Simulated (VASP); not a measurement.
# CdO (Fm-3m) in VASP: single point with HSE06

Aim: the single point of CdO with HSE06.

Everything below comes from runs of VASP 6.6.1. Logs are shortened: lines on timing, memory, paths and dates and some standing lists are left out, and cuts for length are marked.

## (1) The cell of the first run

It takes space group Fm-3m (No. 225, cubic). The conventional cell has a = 4.706 Å, b = 4.706 Å, c = 4.706 Å, α = 90.00°, β = 90.00°, γ = 90.00°. Cd (site symmetry m-3m) has 6 O at 2.35 Å within 3.1 Å. O (site symmetry m-3m) has 6 Cd at 2.35 Å within 3.1 Å.

## (2) Single point, HSE06

The input, POSCAR:

```
CdO
1.0
    0.0000000000      2.3530013823      2.3530013823
    2.3530013823      0.0000000000      2.3530013823
    2.3530013823      2.3530013823      0.0000000000
Cd O
1 1
Direct
    0.0000000000      0.0000000000      0.0000000000
    0.5000000000      0.5000000000      0.5000000000
```

The input, INCAR.step1:

```
ALGO = Normal
EDIFF = 1E-5
ENCUT = 520
GGA = PE
GGA_COMPAT = F
ISIF = 2
ISMEAR = -1
LASPH = T
LCHARG = F
LREAL = F
LWAVE = T
NBANDS = 16
NELM = 120
PREC = Accurate
SIGMA = 0.02
```

The input, INCAR.step2:

```
ALGO = Normal
EDIFF = 1E-6
ENCUT = 520
GGA = PE
GGA_COMPAT = F
HFSCREEN = 0.2079
ISIF = 2
ISMEAR = -1
ISTART = 1
LASPH = T
LCHARG = F
LHFCALC = T
LREAL = F
LWAVE = F
NBANDS = 16
NELM = 120
PREC = Accurate
PRECFOCK = Normal
SIGMA = 0.02
```

The input, KPOINTS:

```
k-points
0
Gamma
  6 6 6
```

Potentials or basis: VASP PAW PBE potentials, release 64 (Cd, O).

The run is started by

```sh
> cat potpaw_PBE.64/Cd/POTCAR potpaw_PBE.64/O/POTCAR > POTCAR
> cp INCAR.step1 INCAR
> mpirun -np 1 vasp_std > vasp.out
> cp INCAR.step2 INCAR
> mpirun -np 1 vasp_std > vasp.out
```

OUTCAR:

```text
EDIFF = 1E-6
   ENCUT = 520
   GGA = PE
   HFSCREEN = 0.2079
   ISIF = 2
   ISMEAR = -1
   ISTART = 1
   LASPH = T
   LHFCALC = T
   LREAL = F
   NELM = 120
   PREC = Accurate
   PRECFOCK = Normal

 ion  position               nearest neighbor table
   1  0.000  0.000  0.000-   2 2.35   2 2.35   2 2.35   2 2.35   2 2.35   2 2.35
   2  0.500  0.500  0.500-   1 2.35   1 2.35   1 2.35   1 2.35   1 2.35   1 2.35

  LATTYP: Found a face centered cubic cell.
 ALAT       =     4.7060027646

  Lattice vectors:

 A1 = (   0.0000000000,   2.3530013823,   2.3530013823)
 A2 = (   2.3530013823,   0.0000000000,   2.3530013823)
 A3 = (   2.3530013823,   2.3530013823,   0.0000000000)

Analysis of symmetry for initial positions (statically):
=====================================================================
 Subroutine PRICEL returns:
 Original cell was already a primitive cell.

 Routine SETGRP: Setting up the symmetry group for a
 face centered cubic supercell.

 Subroutine GETGRP returns: Found 48 space group operations
 (whereof 48 operations were pure point group operations)
 out of a pool of 48 trial point group operations.

The static configuration has the point symmetry O_h .

Analysis of symmetry for dynamics (positions and initial velocities):
=====================================================================
 Subroutine PRICEL returns:
 Original cell was already a primitive cell.

 Routine SETGRP: Setting up the symmetry group for a
 face centered cubic supercell.

 Subroutine GETGRP returns: Found 48 space group operations
 (whereof 48 operations were pure point group operations)
 out of a pool of 48 trial point group operations.

The dynamic configuration has the point symmetry O_h .

 Subroutine INISYM returns: Found 48 space group operations
 (whereof 48 operations are pure point group operations),
 and found     1 'primitive' translations

----------------------------------------------------------------------------------------

                                     Primitive cell

  volume of cell :      26.0553

  direct lattice vectors                    reciprocal lattice vectors
     0.000000000  2.353001382  2.353001382    -0.212494563  0.212494563  0.212494563
     2.353001382  0.000000000  2.353001382     0.212494563 -0.212494563  0.212494563
     2.353001382  2.353001382  0.000000000     0.212494563  0.212494563 -0.212494563

  length of vectors
     3.327646467  3.327646467  3.327646467     0.368051379  0.368051379  0.368051379

  position of ions in fractional coordinates (direct lattice)
     0.000000000  0.000000000  0.000000000
     0.500000000  0.500000000  0.500000000

  ion indices of the primitive-cell ions
   primitive index   ion index
                 1           1
                 2           2

----------------------------------------------------------------------------------------

 KPOINTS: k-points

Automatic generation of k-mesh.
 Grid dimensions read from file:
 generate k-points for:    6    6    6

 Generating k-lattice:

  Cartesian coordinates                     Fractional coordinates (reciprocal lattice)
    -0.035415760  0.035415760  0.035415760     0.166666667  0.000000000  0.000000000
     0.035415760 -0.035415760  0.035415760     0.000000000  0.166666667  0.000000000
     0.035415760  0.035415760 -0.035415760     0.000000000  0.000000000  0.166666667

  Length of vectors
     0.061341897  0.061341897  0.061341897

  Shift w.r.t. Gamma in fractional coordinates (k-lattice)
     0.000000000  0.000000000  0.000000000

 Subroutine IBZKPT returns following result:
 ===========================================

 Found     16 irreducible k-points:

 Following reciprocal coordinates:
            Coordinates               Weight
  0.000000  0.000000  0.000000      1.000000
  0.166667  0.000000  0.000000      8.000000
  0.333333  0.000000  0.000000      8.000000
  0.500000  0.000000  0.000000      4.000000
  0.166667  0.166667  0.000000      6.000000
  0.333333  0.166667  0.000000     24.000000
[... 8 lines left out ...]
 -0.333333  0.333333  0.166667     24.000000
 -0.333333  0.500000  0.166667     12.000000
   k-points           NKPTS =     16   k-points in BZ     NKDIM =    216   number of bands    NBANDS=     16
   number of dos      NEDOS =    301   number of ions     NIONS =      2
   total plane-waves  NPLWV =  21952
   dimension x,y,z NGX =    28 NGY =   28 NGZ =   28
   dimension x,y,z NGXF=    56 NGYF=   56 NGZF=   56
   ions per type =               1   1
   NGX,Y,Z   is equivalent  to a cutoff of  13.99, 13.99, 13.99 a.u.
   NGXF,Y,Z  is equivalent  to a cutoff of  27.98, 27.98, 27.98 a.u.
 SYSTEM =  unknown system
   PREC   = accura    normal or accurate (medium, high low for compatibility)
   ISTART =      1    job   : 0-new  1-cont  2-samecut
   ICHARG =      0    charge: 1-file 2-atom 10-const
   ISPIN  =      1    spin polarized calculation?
   LNONCOLLINEAR =      F non collinear calculations
   LSORBIT =      F    spin-orbit coupling
   LASPH  =      T    aspherical Exc in radial PAW
   ENCUT  =  520.0 eV  38.22 Ry    6.18 a.u.   6.19  6.19  6.19*2*pi/ulx,y,z
   NELM   =    120;   NELMIN=  2; NELMDL=  0     # of ELM steps
   EDIFF  = 0.1E-05   stopping-criterion for ELM
   LREAL  =      F    real-space projection
   EDIFFG = 0.1E-04   stopping-criterion for IOM
   NSW    =      0    number of steps for IOM
   IBRION =     -1    ionic relax: 0-MD 1-quasi-New 2-CG
   NFREE  =      0    steps in history (QN), initial steepest desc. (CG)
   ISIF   =      2    stress and relaxation
   ISYM   =      3    0-nonsym 1-usesym 2-fastsym
   POTIM  = 0.5000    time-step for ionic-motion
   TEBEG  =    0.0;   TEEND  =   0.0 temperature during run
   PSTRESS=    0.0 pullay stress
   NELECT =      18.0000    total number of electrons
   NUPDOWN=      -1.0000    fix difference up-down
   EMIN   =  10.00;   EMAX   =-10.00  energy-range for DOS
   EFERMI =   0.00;   METHOD = LEGACY
   ISMEAR =    -1;   SIGMA  =   0.02  broadening in eV -4-tet -1-fermi 0-gaus
   EFERMI_NEDOS =   21; number of points for ismear=-14 and -15
   IALGO  =     38    algorithm
   IMIX   =      1    mixing-type and parameters
     AMIX     =   0.40;   BMIX     =  1.00
     AMIX_MAG =   1.60;   BMIX_MAG =  1.00
  volume/ion in A,a.u.               =      13.03        87.92
  Fermi-wavevector in a.u.,A,eV,Ry     =   1.447216  2.734843 28.496524  2.094435
  Thomas-Fermi vector in A             =   2.565196
   LORBIT       =      0    0 simple, 1 ext, 2 COOP (PROOUT), +10 PAW based schemes
   GGA     = PE    functional components
   LHFCALC =     T    Hartree Fock is set to
   PRECFOCK=normal    Normal, Fast or Accurate (Low or Medium for compatibility)
   ENCUT4O =  -1.0   cutoff for four orbital integrals eV
   NKREDX  =     1    reduce k-point grid by
   NKREDY  =     1    reduce k-point grid by
   NKREDZ  =     1    reduce k-point grid by
   AEXX    =    0.2500 exact exchange contribution
   HFSCREEN=    0.2079 screening length (either q_TF or 0.3 A-1)
   HFSCREENC=   0.2079 screening length for correlation (either q_TF or 0.3 A-1)
   ENCUTFOCK=  -1.0 apply spherical cutoff to Coloumb kernel
   IVDW    =     0    specifies the selected vdW correction
   LEPSILON=     F    determine dielectric tensor
   LRPA    =     F    only Hartree local field effects (RPA)
 non-spin polarized calculation
  energy-cutoff  :      520.00
  volume of cell :       26.06
 maximum number of plane-waves:       725
 NGX is ok and might be reduce to    28
  NGX = 20; NGY = 20; NGZ = 20

 number of electron      18.0000002 magnetization

 Free energy of the ion-electron system (eV)
  ---------------------------------------------------
  ext. energy  EPLUGINS =         0.00000000
  ---------------------------------------------------
  free energy    TOTEN  =        -9.99633963 eV

  energy without entropy =       -9.99633963  energy(sigma->0) =       -9.99633963

 E-fermi :   1.3901     XC(G=0):  -9.5379

 val. band max:        0.9629176124   @ k =   0.5000   0.0000   0.0000
 cond. band min:       1.8348017560   @ k =   0.0000   0.0000   0.0000
 fundamental gap:      0.8718841436
 Fermi energy:         1.3901326257

 k-point     1 :       0.0000    0.0000    0.0000
  band No.  band energies     occupation
      1     -17.9624      2.00000
      2      -6.5376      2.00000
      3      -6.5376      2.00000
      4      -6.5376      2.00000
      5      -6.2826      2.00000
      6      -6.2826      2.00000
[... 8 lines left out ...]
     15      21.3745      0.00000
     16      21.3745      0.00000

 k-point     2 :       0.1667    0.0000    0.0000
  band No.  band energies     occupation
      1     -17.7727      2.00000
      2      -6.6523      2.00000
      3      -6.5922      2.00000
      4      -6.5922      2.00000
      5      -6.3473      2.00000
      6      -6.3473      2.00000
[... 8 lines left out ...]
     15      21.6941      0.00000
     16      21.6941      0.00000

 k-point     3 :       0.3333    0.0000    0.0000
  band No.  band energies     occupation
      1     -17.3645      2.00000
      2      -7.0814      2.00000
      3      -6.9875      2.00000
      4      -6.9875      2.00000
      5      -6.1216      2.00000
      6      -6.1216      2.00000
[... 8 lines left out ...]
     15      23.2985      0.00000
     16      23.2985      0.00000

 k-point     4 :       0.5000    0.0000    0.0000
  band No.  band energies     occupation
      1     -17.1428      2.00000
      2      -7.4017      2.00000
      3      -7.1733      2.00000
      4      -7.1733      2.00000
      5      -5.9936      2.00000
      6      -5.9936      2.00000
[... 8 lines left out ...]
     15      24.1164      0.00000
     16      25.0665      0.00000

 k-point     5 :       0.1667    0.1667    0.0000
  band No.  band energies     occupation
      1     -17.7305      2.00000
      2      -6.7452      2.00000
      3      -6.6516      2.00000
      4      -6.4278      2.00000
      5      -6.4278      2.00000
      6      -6.2174      2.00000
[... 8 lines left out ...]
     15      23.2447      0.00000
     16      25.2752      0.00000

 k-point     6 :       0.3333    0.1667    0.0000
  band No.  band energies     occupation
      1     -17.4433      2.00000
      2      -6.9897      2.00000
      3      -6.8028      2.00000
      4      -6.5902      2.00000
      5      -6.2668      2.00000
      6      -6.0567      2.00000
[... 8 lines left out ...]
     15      24.0501      0.00000
     16      25.6946      0.00000
[... 115 lines left out ...]
 k-point    13 :       0.5000    0.5000    0.0000
  band No.  band energies     occupation
      1     -17.2995      2.00000
      2      -6.9855      2.00000
      3      -6.0180      2.00000
      4      -5.8475      2.00000
      5      -5.8475      2.00000
      6      -5.5587      2.00000
[... 8 lines left out ...]
     15      26.1984      0.00000
     16      28.7629      0.00000

 k-point    14 :       0.5000    0.3333    0.1667
  band No.  band energies     occupation
      1     -17.2683      2.00000
      2      -6.8585      2.00000
      3      -6.7885      2.00000
      4      -6.7594      2.00000
      5      -6.0779      2.00000
      6      -5.9135      2.00000
[... 8 lines left out ...]
     15      24.0138      0.00000
     16      26.7670      0.00000

 k-point    15 :      -0.3333    0.3333    0.1667
  band No.  band energies     occupation
      1     -17.1805      2.00000
      2      -6.9503      2.00000
      3      -6.7092      2.00000
      4      -6.6948      2.00000
      5      -5.9442      2.00000
      6      -5.9068      2.00000
[... 8 lines left out ...]
     15      22.0528      0.00000
     16      27.8363      0.00000

 k-point    16 :      -0.3333    0.5000    0.1667
  band No.  band energies     occupation
      1     -17.2202      2.00000
      2      -6.8401      2.00000
      3      -6.5761      2.00000
      4      -6.3404      2.00000
      5      -5.8473      2.00000
      6      -5.6618      2.00000
[... 8 lines left out ...]
     15      24.1324      0.00000
     16      27.6567      0.00000

------------------------ aborting loop because EDIFF is reached ----------------------------------------

  FORCE on cell =-STRESS in cart. coord.  units (eV):
  Direction    XX          YY          ZZ          XY          YZ          ZX
  --------------------------------------------------------------------------------------
  -------------------------------------------------------------------------------------
  Total        0.2537757      0.2537757      0.2537757      0.0000000      0.0000000     -0.0000000
  in kB       15.6050117     15.6050117     15.6050117      0.0000000      0.0000000     -0.0000000
  external PRESSURE =      15.6050117 kB  Pullay stress =       0.0000000 kB

 VOLUME and BASIS-vectors are now :
 -----------------------------------------------------------------------------
  energy-cutoff  :      520.00
  volume of cell :       26.06
      direct lattice vectors                 reciprocal lattice vectors
     0.000000000  2.353001382  2.353001382    -0.212494563  0.212494563  0.212494563
     2.353001382  0.000000000  2.353001382     0.212494563 -0.212494563  0.212494563
     2.353001382  2.353001382  0.000000000     0.212494563  0.212494563 -0.212494563

 POSITION                                       TOTAL-FORCE (eV/Angst)
 -----------------------------------------------------------------------------------
      0.00000      0.00000      0.00000        -0.000000     -0.000000      0.000000
      2.35300      2.35300      2.35300         0.000000      0.000000     -0.000000
 -----------------------------------------------------------------------------------
    total drift:                               -0.000040      0.000023      0.000078

  FREE ENERGIE OF THE ION-ELECTRON SYSTEM (eV)
  ---------------------------------------------------
  free  energy   TOTEN  =        -9.9963396266 eV

  energy  without entropy=       -9.9963396266  energy(sigma->0) =       -9.99633963
```

It took 22 min on 1 thread of Intel Xeon Platinum 8488C (Sapphire Rapids), shared host; peak memory 0.26 GiB.

Results:

```yaml
Free_energy: -9.9963 eV
Pressure: 1.6 GPa
Band_gap_on_the_k_mesh: 0.87 eV (least direct gap 2.21 eV)
```

Caveat: the PAW data sets were made with another functional, which shifts forces and pressure a little.
